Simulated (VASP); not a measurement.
**AlN: single point with PBE**

AlN:

```
Al N
1.0
     0.00000    2.27183    2.27183
     2.27183    0.00000    2.27183
     2.27183    2.27183    0.00000
Al N
1 1
Direct
  0.00000 0.00000 0.00000
  0.75000 0.75000 0.75000
```

This cell differs from its parent crystal: strain +4.0%.

```
Program                : VASP 6.6.1
Task                   : single point
Functional             : PBE
Potentials or basis    : VASP PAW PBE potentials, release 64 (Al, N)
Cutoff                 : 520 eV
k mesh                 : 10 × 10 × 10
Occupations            : fermi-dirac, width 0.02 eV
Spin                   : no spin polarisation
Dipole correction      : no
Further INCAR settings : ALGO = Normal; EDIFF = 1e-07; NBANDS = 11
```

- Pressure: -15.3 GPa
- Band gap on the k mesh: 3.19 eV, direct

Levels at points of the mesh, in eV from the valence-band top:
```csv
k point,band 1,band 2,band 3,band 4,band 5,band 6,band 7,band 8
"(0.00, 0.00, 0.00)",-14.33,0.00,0.00,0.00,3.19,11.43,11.43,11.43
"(0.50, 0.00, 0.00)",-12.61,-5.38,-0.46,-0.46,6.33,9.07,10.41,10.41
"(0.50, 0.50, 0.00)",-12.08,-4.56,-1.65,-1.65,3.25,7.89,12.47,14.30
```

Run time: 8.5 s on 1 thread of Intel Xeon 6975P-C, on a shared host, peak memory 0.14 GiB.

Caveat: the cell differs from its parent crystal (strain +4.0%). A k mesh can miss the band edges.
